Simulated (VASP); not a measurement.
A run of VASP 6.6.1:

File INCAR:

```
SYSTEM = AlN
PREC = Accurate
ENCUT = 520
EDIFF = 1E-6
ISMEAR = 0
SIGMA = 0.05
LREAL = .FALSE.
LASPH = .TRUE.
NELM = 60
ALGO = Normal
ISIF = 2
LWAVE = .FALSE.
LCHARG = .FALSE.
GGA = PS
NBANDS = 16
```

The input KPOINTS:

```
Automatic mesh
0
G
  9 9 6
  0 0 0
```

Contents of POSCAR:

```
AlN
1.0
    3.2223000000      0.0000000000      0.0000000000
   -1.6111500000      2.7905936586      0.0000000000
    0.0000000000      0.0000000000      4.0584000000
Al N
2 2
Direct
    0.3333333333      0.6666666667      0.7500000000
    0.6666666667      0.3333333333      0.2500000000
    0.3333333333      0.6666666667      0.2500000000
    0.6666666667      0.3333333333      0.7500000000
```

Potentials or basis: VASP PAW PBE potentials, release 64 (Al, N).

The run is started by

```console
$ cat potpaw_PBE.64/Al/POTCAR potpaw_PBE.64/N/POTCAR > POTCAR
$ mpirun -np 1 vasp_std > vasp.out
```

Hardware: 1 thread of Intel(R) Xeon(R) 6975P-C (Granite Rapids), with other jobs on the host.

Task: Estimate the wall time of this run.

Result: Wall time 7.9 s on 1 thread of Intel(R) Xeon(R) 6975P-C (Granite Rapids), on a shared host, peak memory 0.15 GiB. Counts: scf iterations 13, k points 48.
